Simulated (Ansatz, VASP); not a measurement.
**Two plane-wave programs on Ga5As2P3**

```
Ga P As
1.0
    -0.00008   -3.98079    0.00016
     3.98137    0.00007    0.00029
    -1.99225    1.99142   13.87046
Ga P As
5 3 2
Direct
  0.59691 0.59708 0.19403
  0.20149 0.20134 0.40289
  0.79853 0.79864 0.59711
  0.40306 0.40294 0.80598
  0.00003 0.00000 0.00000
  0.24997 0.74991 0.50000
  0.45151 0.95145 0.90296
  0.04844 0.54853 0.09703
  0.85083 0.35084 0.70155
  0.64923 0.14927 0.29844
```

Change from the starting cell: cell x1, atoms moved at random (sigma 0.15 Å) and cell strained at random (1.5 %), then relaxed without symmetry.

Alike in both runs: functional PBE; k mesh 4 × 4 × 4; occupations gaussian, width 0.1 eV; no spin polarisation.

Ansatz relaxed the structure, and its values are those at the end. VASP's run is a single point on that final structure, the one shown.

|  | VASP | Ansatz |
| --- | --- | --- |
| version | VASP 6.6.1 | Ansatz 0.2.0 |
| potentials or method | VASP PAW PBE potentials, release 64 (Ga_d, P, As), cutoff 520 eV | scalar-relativistic, plane waves, PAW |
| valence electrons in the cell | 90 | 110 |

```csv
,VASP,Ansatz,Ansatz less VASP
gap on the k mesh at the Fermi level (eV),0.92,0.93,+0.001
least direct gap on the mesh (eV),0.92,0.93,+0.001
pressure (GPa),0.1,0.0,-0.10
rms of the force components (eV/Å),0.005,0.001,-0.0039
```

The functional is the same, so the differences come from potentials, cutoffs and numerics. VASP's potentials hold 90 valence electrons a cell and Ansatz's 110, so a difference there can come from the potentials and not from the codes.
